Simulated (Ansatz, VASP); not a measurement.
# Two plane-wave programs on BaTe

```
Ba Te
1.0
     3.47137    3.47137    0.00000
    -3.47137    3.47137    0.00000
     0.00000    3.47137    3.47137
Ba Te
1 1
Direct
  0.00000 0.00000 0.00000
  0.50000 0.50000 0.00000
```

Alike in both runs: functional PBEsol; k mesh 10 × 10 × 10; occupations fermi-dirac, width 0.1 eV; no spin polarisation.

Ansatz relaxed the structure, and its values are those at the end. VASP's run is a single point on that final structure, the one shown.

```csv
,VASP,Ansatz
version,VASP 6.6.1,Ansatz 0.2.0
potentials or method,"VASP PAW PBE potentials, release 64 (Ba_sv, Te)","PAW with Ansatz's default frozen-core files, scalar-relativistic"
plane-wave cutoff (eV),520,420
valence electrons in the cell,16,26
```

|  | VASP | Ansatz | Ansatz less VASP |
| --- | --- | --- | --- |
| pressure (GPa) | 0.4 | 0.0 | -0.38 |

VASP's potentials were made for PBE, not for PBEsol. With one functional, cell and mesh, what is left measures potentials, basis and numerics. VASP's potentials hold 16 valence electrons a cell and Ansatz's 26, so a difference there can come from the potentials and not from the codes.

Spin-orbit coupling is off throughout.
